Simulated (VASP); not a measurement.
# Re: single point with PBE

Crystal: Re.

```
Re
1.0
     2.78186    0.00000    0.00000
    -1.39093    2.40916    0.00000
     0.00000    0.00000    8.96687
Re
4
Direct
  0.00000 0.00000 0.00000
  0.33333 0.66667 0.25000
  0.00000 0.00000 0.50000
  0.66667 0.33333 0.75000
```

| Property | Result |
| --- | --- |
| Program | VASP 6.6.1 |
| Task | single point |
| Functional | PBE |
| Potentials or basis | VASP PAW PBE potentials, release 64 (Re) |
| Cutoff | 600 eV |
| k mesh | 18 × 18 × 6 |
| Occupations | gaussian, width 0.1 eV |
| Spin | no spin polarisation |

```yaml
Pressure: -2.4 GPa
Band_gap_on_the_k_mesh: zero (bands 14 and 15 overlap by 2.47 eV)
```

Stress tensor (GPa, compression positive):
```
-2.36  0.00  0.00
 0.00 -2.36  0.00
 0.00  0.00 -2.46
```

Levels at points of the mesh, in eV from the Fermi level:
| k point | band 11 | band 12 | band 13 | band 14 | band 15 | band 16 | band 17 | band 18 |
| --- | --- | --- | --- | --- | --- | --- | --- | --- |
| (0.00, 0.00, 0.00) | -1.57 | -1.21 | -1.21 | -1.10 | -1.10 | 0.49 | 0.60 | 0.60 |
| (0.50, 0.00, 0.00) | -0.80 | 0.29 | 0.29 | 1.09 | 2.04 | 3.76 | 3.78 | 3.92 |
| (0.00, 0.00, 0.50) | -1.43 | -1.43 | -1.43 | -1.43 | -1.11 | -1.11 | 1.12 | 1.12 |
| (0.50, 0.00, 0.50) | -0.68 | -0.68 | 0.25 | 0.25 | 2.62 | 2.62 | 3.82 | 3.82 |

Run time: 100 s on 1 thread of Intel(R) Xeon(R) 6975P-C (Granite Rapids), with other jobs on the host, peak memory 0.32 GiB.

Caveat: spin-orbit coupling is left out, which moves the levels of the heavy elements.
